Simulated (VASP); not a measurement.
# Rh (I4/mmm) in VASP: a series of runs

The runs below take Rh through single point, with LDA.

Program: VASP 6.6.1. These are calculated values, not measurements. Logs are shortened: lines on timing, memory, paths and dates and some standing lists are left out, and cuts for length are marked.

## (1) The cell of the first run

Symmetry: I4/mmm, No. 139, tetragonal system. Conventional cell: a = 3.098 Å, b = 3.098 Å, c = 2.757 Å, α = 90.00°, β = 90.00°, γ = 90.00°. Within 3.4 Å of Rh (site symmetry 4/mmm) lie 14 Rh at 2.59 to 3.10 Å.

## (2) Single point, LDA (13.23 Å³/atom)

File INCAR:

```
SYSTEM = Rh
PREC     = Accurate       ! precision mode
ENCUT    = 520            ! plane-wave cutoff, eV
EDIFF    = 1E-6           ! SCF threshold, eV
ISMEAR   = 0              ! smearing method
SIGMA    = 0.15           ! smearing width, eV
LREAL    = .False.        ! projectors in reciprocal space
LASPH    = .True.         ! aspherical terms in the spheres
NELM     = 80             ! most SCF steps
ALGO     = Fast           ! electronic algorithm
ISIF     = 2              ! what is computed and relaxed
LWAVE    = .False.        ! write WAVECAR
LCHARG   = .True.         ! write CHGCAR
LELF     = .True.         ! ELF
LVHAR    = .True.       
NBANDS   = 14             ! bands
```

File KPOINTS:

```
Automatic mesh
0
Gamma
  22 22 22
  0 0 0
```

File POSCAR:

```
Rh
1.0
    0.0000000000      2.1904979949      1.3782613384
    2.1904979949      0.0000000000      1.3782613384
    2.1904979949      2.1904979949      0.0000000000
Rh
1
Direct
    0.0000000000      0.0000000000      0.0000000000
```

Potentials or basis: VASP PAW LDA potentials, release 64 (Rh_pv).

Command:

```console
$ cat potpaw_LDA.64/Rh_pv/POTCAR > POTCAR
$ mpirun -np 1 vasp_std > vasp.out
```

OUTCAR:

```text
SYSTEM = Rh
   PREC = Accurate
   ENCUT = 520
   EDIFF = 1E-6
   ISMEAR = 0
   LREAL = .False.
   LASPH = .True.
   NELM = 80
   ISIF = 2

 ion  position               nearest neighbor table
   1  0.000  0.000  0.000-

  LATTYP: Found a body centered tetragonal cell.
 ALAT       =     3.0978319727
 C/A-ratio  =     0.8898231735

  Lattice vectors:

 A1 = (   0.0000000000,  -2.1904979949,  -1.3782613384)
 A2 = (   0.0000000000,   2.1904979949,  -1.3782613384)
 A3 = (   2.1904979949,   0.0000000000,   1.3782613384)

Analysis of symmetry for initial positions (statically):
=====================================================================
 Subroutine PRICEL returns:
 Original cell was already a primitive cell.

 Routine SETGRP: Setting up the symmetry group for a
 body centered tetragonal supercell.

 Subroutine GETGRP returns: Found 16 space group operations
 (whereof 16 operations were pure point group operations)
 out of a pool of 16 trial point group operations.

The static configuration has the point symmetry D_4h.

Analysis of symmetry for dynamics (positions and initial velocities):
=====================================================================
 Subroutine PRICEL returns:
 Original cell was already a primitive cell.

 Routine SETGRP: Setting up the symmetry group for a
 body centered tetragonal supercell.

 Subroutine GETGRP returns: Found 16 space group operations
 (whereof 16 operations were pure point group operations)
 out of a pool of 16 trial point group operations.

The dynamic configuration has the point symmetry D_4h.

 Subroutine INISYM returns: Found 16 space group operations
 (whereof 16 operations are pure point group operations),
 and found     1 'primitive' translations

----------------------------------------------------------------------------------------

                                     Primitive cell

  volume of cell :      13.2266

  direct lattice vectors                    reciprocal lattice vectors
     0.000000000  2.190497995  1.378261338    -0.228258597  0.228258597  0.362775902
     2.190497995  0.000000000  1.378261338     0.228258597 -0.228258597  0.362775902
     2.190497995  2.190497995  0.000000000     0.228258597  0.228258597 -0.362775902

  length of vectors
     2.588027392  2.588027392  3.097831973     0.485603058  0.485603058  0.485603058

  position of ions in fractional coordinates (direct lattice)
     0.000000000  0.000000000  0.000000000

  ion indices of the primitive-cell ions
   primitive index   ion index
                 1           1

----------------------------------------------------------------------------------------

 KPOINTS: Automatic mesh

Automatic generation of k-mesh.
 Grid dimensions read from file:
 generate k-points for:   22   22   22

 Generating k-lattice:

  Cartesian coordinates                     Fractional coordinates (reciprocal lattice)
    -0.010375391  0.010375391  0.016489814     0.045454545  0.000000000  0.000000000
     0.010375391 -0.010375391  0.016489814     0.000000000  0.045454545  0.000000000
     0.010375391  0.010375391 -0.016489814     0.000000000  0.000000000  0.045454545

  Length of vectors
     0.022072866  0.022072866  0.022072866

  Shift w.r.t. Gamma in fractional coordinates (k-lattice)
     0.000000000  0.000000000  0.000000000

 Subroutine IBZKPT returns following result:
 ===========================================

 Found    834 irreducible k-points:

 Following reciprocal coordinates:
            Coordinates               Weight
  0.000000  0.000000  0.000000      1.000000
  0.045455  0.000000  0.000000      8.000000
  0.090909  0.000000  0.000000      8.000000
  0.136364 -0.000000  0.000000      8.000000
  0.181818  0.000000  0.000000      8.000000
  0.227273 -0.000000  0.000000      8.000000
[... 16 lines left out ...]
  0.500000  0.045455  0.000000      8.000000
 -0.454545  0.045455  0.000000      8.000000
 [... further k-points ...]
   k-points           NKPTS =    834   k-points in BZ     NKDIM =    834   number of bands    NBANDS=     14
   number of dos      NEDOS =    301   number of ions     NIONS =      1
   total plane-waves  NPLWV =   9600
   dimension x,y,z NGX =    20 NGY =   20 NGZ =   24
   dimension x,y,z NGXF=    40 NGYF=   40 NGZF=   48
   ions per type =               1
   NGX,Y,Z   is equivalent  to a cutoff of  12.85, 12.85, 12.88 a.u.
   NGXF,Y,Z  is equivalent  to a cutoff of  25.69, 25.69, 25.76 a.u.
 SYSTEM =  Rh
   PREC   = accura    normal or accurate (medium, high low for compatibility)
   ISTART =      0    job   : 0-new  1-cont  2-samecut
   ICHARG =      2    charge: 1-file 2-atom 10-const
   ISPIN  =      1    spin polarized calculation?
   LNONCOLLINEAR =      F non collinear calculations
   LSORBIT =      F    spin-orbit coupling
   LASPH  =      T    aspherical Exc in radial PAW
   ENCUT  =  520.0 eV  38.22 Ry    6.18 a.u.   4.81  4.81  5.76*2*pi/ulx,y,z
   NELM   =     80;   NELMIN=  2; NELMDL= -5     # of ELM steps
   EDIFF  = 0.1E-05   stopping-criterion for ELM
   LREAL  =      F    real-space projection
   EDIFFG = 0.1E-04   stopping-criterion for IOM
   NSW    =      0    number of steps for IOM
   IBRION =     -1    ionic relax: 0-MD 1-quasi-New 2-CG
   NFREE  =      0    steps in history (QN), initial steepest desc. (CG)
   ISIF   =      2    stress and relaxation
   ISYM   =      2    0-nonsym 1-usesym 2-fastsym
   POTIM  = 0.5000    time-step for ionic-motion
   TEBEG  =    0.0;   TEEND  =   0.0 temperature during run
   PSTRESS=    0.0 pullay stress
   NELECT =      15.0000    total number of electrons
   NUPDOWN=      -1.0000    fix difference up-down
   EMIN   =  10.00;   EMAX   =-10.00  energy-range for DOS
   EFERMI =   0.00;   METHOD = LEGACY
   ISMEAR =     0;   SIGMA  =   0.15  broadening in eV -4-tet -1-fermi 0-gaus
   EFERMI_NEDOS =   21; number of points for ismear=-14 and -15
   IALGO  =     68    algorithm
   IMIX   =      4    mixing-type and parameters
     AMIX     =   0.40;   BMIX     =  1.00
     AMIX_MAG =   1.60;   BMIX_MAG =  1.00
  volume/ion in A,a.u.               =      13.23        89.26
  Fermi-wavevector in a.u.,A,eV,Ry     =   1.707220  3.226178 39.655542  2.914600
  Thomas-Fermi vector in A             =   2.786112
   LORBIT       =      0    0 simple, 1 ext, 2 COOP (PROOUT), +10 PAW based schemes
   GGA     = CA    functional components
   LHFCALC =     F    Hartree Fock is set to
   AEXX    =    0.0000 exact exchange contribution
   IVDW    =     0    specifies the selected vdW correction
   LEPSILON=     F    determine dielectric tensor
   LRPA    =     F    only Hartree local field effects (RPA)
 non-spin polarized calculation
 RMM-DIIS sequential band-by-band and
 Gauss-broadening in eV      SIGMA  =   0.15
  energy-cutoff  :      520.00
  volume of cell :       13.23
 maximum number of plane-waves:       366
   NGX =  9   NGY =  9   NGZ = 11

 number of electron      14.9999999 magnetization

 Free energy of the ion-electron system (eV)
  ---------------------------------------------------
  ext. energy  EPLUGINS =         0.00000000
  ---------------------------------------------------
  free energy    TOTEN  =        -8.38159846 eV

  energy without entropy =       -8.36348375  energy(sigma->0) =       -8.37254110

 E-fermi :  12.2506     XC(G=0): -14.5846

 val. band max:       12.2476082590   @ k =   0.0909   0.0000   0.0000
 cond. band min:      12.2515156884   @ k =  -0.0455   0.0000   0.0455
 fundamental gap:      0.0039074294
 Fermi energy:        12.2506483281

 k-point     1 :       0.0000    0.0000    0.0000
  band No.  band energies     occupation
      1     -33.7802      2.00000
      2     -33.6070      2.00000
      3     -33.6070      2.00000
      4       4.1294      2.00000
      5       8.3964      2.00000
      6       9.5318      2.00000
      7       9.5318      2.00000
      8      10.7319      2.00000
      9      12.4186      0.11328
     10      29.9731      0.00000
     11      29.9731      0.00000
     12      32.7261      0.00000
     13      32.9205      0.00000
     14      41.3999      0.00000

 k-point     2 :       0.0455    0.0000    0.0000
  band No.  band energies     occupation
      1     -33.7921      2.00000
      2     -33.6149      2.00000
      3     -33.6132      2.00000
      4       4.2266      2.00000
      5       8.4224      2.00000
      6       9.5171      2.00000
      7       9.5337      2.00000
      8      10.7467      2.00000
      9      12.3714      0.25501
     10      30.0797      0.00000
     11      30.1221      0.00000
     12      32.6722      0.00000
     13      32.9204      0.00000
     14      40.4219      0.00000

 k-point     3 :       0.0909    0.0000    0.0000
  band No.  band energies     occupation
      1     -33.8308      2.00000
      2     -33.6336      2.00000
      3     -33.6313      2.00000
      4       4.5099      2.00000
      5       8.4611      2.00000
      6       9.4643      2.00000
      7       9.5827      2.00000
      8      10.8025      2.00000
      9      12.2476      1.02287
     10      30.3617      0.00000
     11      30.5595      0.00000
     12      32.4578      0.00000
     13      32.9203      0.00000
     14      39.1291      0.00000
[... 324 lines left out ...]
 k-point    23 :       0.5000    0.0455    0.0000
  band No.  band energies     occupation
      1     -34.5865      2.00000
      2     -33.9145      2.00000
      3     -33.7384      2.00000
      4       5.9458      2.00000
      5       7.1349      2.00000
      6      11.4009      2.00000
      7      12.3046      0.61131
      8      13.9627      0.00000
      9      14.5722      0.00000
     10      22.7113      0.00000
     11      26.7706      0.00000
     12      29.9936      0.00000
     13      32.9219      0.00000
     14      38.7429      0.00000

 k-point    24 :      -0.4545    0.0455    0.0000
  band No.  band energies     occupation
      1     -34.5629      2.00000
      2     -33.9094      2.00000
      3     -33.7364      2.00000
      4       5.9925      2.00000
      5       7.1796      2.00000
      6      11.4814      2.00000
      7      12.0463      1.94600
      8      13.8322      0.00000
      9      14.1765      0.00000
     10      23.2677      0.00000
     11      26.9532      0.00000
     12      30.2073      0.00000
     13      32.9218      0.00000
     14      38.4961      0.00000

 [... further k-points ...]

------------------------ aborting loop because EDIFF is reached ----------------------------------------

  FORCE on cell =-STRESS in cart. coord.  units (eV):
  Direction    XX          YY          ZZ          XY          YZ          ZX
  --------------------------------------------------------------------------------------
  -------------------------------------------------------------------------------------
  Total        1.1846255      1.1846255     -0.4615720      0.0000000      0.0000000      0.0000000
  in kB      143.4975132    143.4975132    -55.9117120      0.0000000      0.0000000      0.0000000
  external PRESSURE =      77.0277715 kB  Pullay stress =       0.0000000 kB

 VOLUME and BASIS-vectors are now :
 -----------------------------------------------------------------------------
  energy-cutoff  :      520.00
  volume of cell :       13.23
      direct lattice vectors                 reciprocal lattice vectors
     0.000000000  2.190497995  1.378261338    -0.228258597  0.228258597  0.362775902
     2.190497995  0.000000000  1.378261338     0.228258597 -0.228258597  0.362775902
     2.190497995  2.190497995  0.000000000     0.228258597  0.228258597 -0.362775902

 POSITION                                       TOTAL-FORCE (eV/Angst)
 -----------------------------------------------------------------------------------
      0.00000      0.00000      0.00000         0.000000      0.000000      0.000000
 -----------------------------------------------------------------------------------
    total drift:                                0.000000     -0.000000      0.000000

  FREE ENERGIE OF THE ION-ELECTRON SYSTEM (eV)
  ---------------------------------------------------
  free  energy   TOTEN  =        -8.3815984596 eV

  energy  without entropy=       -8.3634837463  energy(sigma->0) =       -8.37254110
```

It took 2.2 min on 1 thread of Intel Xeon 6975P-C (Granite Rapids), shared host; peak memory 0.23 GiB.

Results:

```
Free energy            : -8.3816 eV
Pressure               : 7.7 GPa
Band gap on the k mesh : zero (an odd number of electrons rules out a gap without spin polarisation)
```

Caveat: the stress differs along the axes, from -6 to 14 GPa.

(Part 1 of 2 ends here.)
